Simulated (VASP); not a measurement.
A run of VASP 6.6.1:

The input INCAR:

```
SYSTEM = Si3Ni4
PREC = Accurate
ENCUT = 600
EDIFF = 1E-6
ISMEAR = 0
SIGMA = 0.1
LREAL = .FALSE.
LASPH = .TRUE.
NELM = 100
ALGO = Normal
ISIF = 3
LWAVE = .FALSE.
LCHARG = .FALSE.
GGA = PE
IBRION = 2
NSW = 70
EDIFFG = -0.04
ISYM = 0
```

The input KPOINTS:

```
regular mesh
0
G
  3 3 3
  0 0 0
```

Contents of POSCAR:

```
Si3Ni4
1.0
   -6.1105671079      0.0000000000      0.0000000000
   -3.0552835540      3.2583147315     -4.7093899747
   -3.0552835540     -3.2583147315     -4.7093899747
Si Ni
6 8
Direct
    0.6704730536      0.3223527577      0.8288944441
    0.1708323100      0.3298297016      0.8288693931
    0.6713299474      0.8303080800      0.3244203531
    0.1752291733      0.8311804588      0.3237295627
    0.0813009009      0.4182994893      0.4180859000
    0.5777725763      0.9243853523      0.9212013244
    0.4205408824      0.5858826711      0.0753432083
    0.9251577201      0.5792029538      0.0700786656
    0.4210396452      0.0740792666      0.5795478967
    0.9169410888      0.0773696830      0.5835070839
    0.8307407187      0.6769999061      0.6708625444
    0.3254443311      0.6724830919      0.6739891247
    0.8309000812      0.1680272484      0.1713876421
    0.3260587152      0.1712411179      0.1713076544
```

Potentials or basis: VASP PAW PBE potentials, release 64 (Si, Ni).

Command:

```bash
$ cat potpaw_PBE.64/Si/POTCAR potpaw_PBE.64/Ni/POTCAR > POTCAR
$ mpirun -np 1 vasp_std > vasp.out
```

Hardware: 1 thread of Intel(R) Xeon(R) 6975P-C (Granite Rapids), on a shared host.

Problem. How long does it take, and how much memory?

Solution. It took 30 min on 1 thread of Intel(R) Xeon(R) 6975P-C (Granite Rapids), with other jobs on the host, peak memory 0.47 GiB. Counts: scf iterations 167, k points 14, ion steps 13.
